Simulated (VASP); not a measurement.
A run of VASP 6.6.1 is set up as follows.

The input INCAR:

```
PREC     = Accurate       # precision mode
ENCUT    = 600            # plane-wave cutoff, eV
EDIFF    = 1E-6           # SCF threshold, eV
ISMEAR   = 0              # smearing method
SIGMA    = 0.05           # smearing width, eV
LREAL    = False          # projectors in reciprocal space
LASPH    = True           # aspherical terms in the spheres
NELM     = 80             # most SCF steps
ALGO     = Normal         # electronic algorithm
ISIF     = 4              # what is computed and relaxed
LWAVE    = False          # write WAVECAR
LCHARG   = False          # write CHGCAR
GGA      = PE             # functional
IVDW     = 12             # dispersion correction
IBRION   = 2              # ionic algorithm
NSW      = 60             # ionic steps
EDIFFG   = -0.01          # ionic threshold
```

The input KPOINTS:

```
Automatic mesh
0
Gamma
  12 12 4
```

File POSCAR:

```
BN
1.0
    2.5394084644      0.0000000000      0.0000000000
   -1.2697042322      2.1991922408      0.0000000000
    0.0000000000      0.0000000000      6.7011588280
B N
2 2
Direct
    0.3333333333      0.6666666667      0.2500000000
    0.6666666667      0.3333333333      0.7500000000
    0.3333333333      0.6666666667      0.7500000000
    0.6666666667      0.3333333333      0.2500000000
```

Potentials or basis: VASP PAW PBE potentials, release 64 (B, N).

Run with:

```bash
$ cat potpaw_PBE.64/B/POTCAR potpaw_PBE.64/N/POTCAR > POTCAR
$ mpirun -np 1 vasp_std > vasp.out
```

Estimate the band gap on the k mesh.

4.31 eV, indirect (least direct gap 4.63 eV).

What does it give for the dispersion energy per atom?

-0.135 eV.

Step by step:
```tsv
step	energy change (eV)	largest force (eV/Å)	pressure (GPa)	volume (Å³)
1	0.0000	0.0000	-8.95	37.42
2	-0.0356	0.0000	-1.18	37.42
```

Caveat: the cell differs from its parent crystal (volume scaled by 1.040). A k mesh can miss the band edges.
